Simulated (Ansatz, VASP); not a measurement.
B2P3: VASP beside Ansatz

File INCAR:

```
ALGO = Normal
EDIFF = 1E-6
ENCUT = 520
GGA = PE
ISIF = 2
ISMEAR = 0
LASPH = T
LCHARG = T
LELF = T
LREAL = F
LVHAR = T
LWAVE = F
NBANDS = 18
NELM = 80
PREC = Accurate
SIGMA = 0.1
```

Contents of KPOINTS:

```
k-points
0
Gamma
  4 4 4
```

The input POSCAR:

```
B2P3
1.0
    4.4801314700      0.0000000000      0.0000000000
    0.0000000000      4.4801314700      0.0000000000
    0.0000000000      0.0000000000      4.4801314700
B P
2 3
Direct
    0.0000000000      0.0000000000      0.0000000000
    0.5000000000      0.5000000000      0.5000000000
    0.5000000000      0.0000000000      0.0000000000
    0.0000000000      0.5000000000      0.0000000000
    0.0000000000      0.0000000000      0.5000000000
```

Input for Ansatz:

```yaml
crystal:
  lattice:
    - [4.48013147, 0.0, 0.0]
    - [0.0, 4.48013147, 0.0]
    - [0.0, 0.0, 4.48013147]
  atoms:
    - { symbol: B, position: [0.0, 0.0, 0.0] }
    - { symbol: B, position: [0.5, 0.5, 0.5] }
    - { symbol: P, position: [0.5, 0.0, 0.0] }
    - { symbol: P, position: [0.0, 0.5, 0.0] }
    - { symbol: P, position: [0.0, 0.0, 0.5] }
basis:
  ecutwfc: 420
kpoints:
  mp_grid: { grid: [4, 4, 4] }
hamiltonian:
  xc: pbe
scf:
  occupations: { method: gaussian, width: 0.1 }
  lower_state_search: "off"
output:
  forces: true
  stress: true
  eigenvalues: true
```

Alike in both runs: task single point; functional PBE; k mesh 4 × 4 × 4; occupations gaussian, width 0.1 eV; no spin polarisation.

```csv
,VASP,Ansatz
version,VASP 6.6.1,Ansatz 0.2.0
potentials or method,"VASP PAW PBE potentials, release 64 (B, P), cutoff 520 eV","scalar-relativistic, plane waves, PAW"
valence electrons in the cell,21,21
```

```csv
,VASP,Ansatz,Ansatz less VASP
gap on the k mesh at the Fermi level (eV),none,none,-
pressure (GPa),-16.4,-16.4,+0.05
```

A gap of «none» marks a metal or a gap that the smearing closes. The functional is the same, so the differences come from potentials, cutoffs and numerics.
